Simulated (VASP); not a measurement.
A run of VASP 6.6.1:

INCAR

```
PREC = Accurate ; ENCUT = 520
EDIFF = 1E-6 ; ISMEAR = 0
SIGMA = 0.15 ; LREAL = F
LASPH = T ; NELM = 60
ALGO = Normal ; ISIF = 2
LWAVE = F ; LCHARG = T
GGA = PS ; LELF = T
LVHAR = T ; NBANDS = 13
```

Contents of KPOINTS:

```
regular mesh
0
Gamma
  7 7 7
```

Contents of POSCAR:

```
SrMg
1.0
    2.0418069200      1.1788377700      5.5224155500
   -2.0418069200      1.1788377700      5.5224155500
    0.0000000000     -2.3576755500      5.5224155500
Sr Mg
1 1
Direct
    0.5000000010      0.5000000010      0.4999999989
    0.0000000000      0.0000000000      0.0000000000
```

Potentials or basis: VASP PAW PBE potentials, release 64 (Sr_sv, Mg).

Run with:

```bash
$ cat potpaw_PBE.64/Sr_sv/POTCAR potpaw_PBE.64/Mg/POTCAR > POTCAR
$ mpirun -np 1 vasp_std > vasp.out
```

Hardware: 1 thread of Intel(R) Xeon(R) Platinum 8375C CPU @ 2.90GHz (Ice Lake), on a shared host.

Q: How long does it take, and how much memory?

A: It took 77 s on 1 thread of Intel(R) Xeon(R) Platinum 8375C CPU @ 2.90GHz (Ice Lake) (shared host), peak memory 0.33 GiB. Counts: scf iterations 12, k points 44.
